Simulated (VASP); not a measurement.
Runs of VASP 6.6.1 on Li2Se. The structure is that of space group Fm-3m (No. 225), or close to it. The cells are those of the table. 

```csv
cell,gap on the mesh (eV),pressure (GPa)
"a = 4.159 Å, angles 60.0°, 3 atoms",2.92,(a)
"a = 4.383 Å, angles 60.0°, 3 atoms",3.00,-2.7
"a = 4.329 Å, angles 60.0°, 3 atoms",3.02,-1.8
"a = 4.288 Å, angles 60.0°, 3 atoms",3.00,(b)
```

Alike in all rows: task single point; level PBE; potentials or basis VASP PAW PBE potentials, release 64 (Li_sv, Se); no spin polarisation; k mesh 8 × 8 × 8; cutoff (eV) 750; smearing gaussian 0.02 eV.

Task: Fill in the values left out.

Result: (a) 2.3; (b) -1.0.

A k mesh can miss the band edges, and the runs leave out spin-orbit coupling on Se.
